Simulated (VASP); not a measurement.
A run of VASP 6.6.1 is set up as follows.

Contents of INCAR:

```
  ALGO = Normal
  EDIFF = 1E-6
  ENCUT = 520
  GGA = PS
  ISIF = 2
  ISMEAR = 0
  ISYM = 0
  LASPH = T
  LCHARG = F
  LREAL = F
  LWAVE = F
  NBANDS = 33
  NELM = 60
  PREC = Accurate
  SIGMA = 0.05
```

The input KPOINTS:

```
k-points
0
Gamma
  5 5 7
```

POSCAR

```
TiO2
1.0
   -1.8922500000      1.8922500000      4.7571500000
    1.8922500000     -1.8922500000      4.7571500000
    1.8922500000      1.8922500000     -4.7571500000
Ti O
2 4
Direct
    0.0000000000      0.0000000000      0.0000000000
    0.7500000000      0.2500000000      0.5000000000
    0.2080600000      0.2080600000      0.0000000000
    0.9580600000      0.4580600000      0.5000000000
    0.5419400000      0.0419400000      0.5000000000
    0.7919400000      0.7919400000      0.0000000000
```

Potentials or basis: VASP PAW PBE potentials, release 64 (Ti_sv, O).

Run with:

```sh
$ cat potpaw_PBE.64/Ti_sv/POTCAR potpaw_PBE.64/O/POTCAR > POTCAR
$ mpirun -np 1 vasp_std > vasp.out
```

**Question.** Predict the pressure.

**Answer.** -0.4 GPa.

**Question.** Predict the band gap on the k mesh.

**Answer.** 2.05 eV, indirect (least direct gap 2.50 eV).

**Question.** Predict the largest force.

**Answer.** 0.018 eV/Å.

Stress tensor (GPa, compression positive):
```
-0.74  0.00  0.00
 0.00 -0.74  0.00
 0.00  0.00  0.35
```

Caveat: the PAW data sets were made with another functional, which shifts forces and pressure a little. A k mesh can miss the band edges.
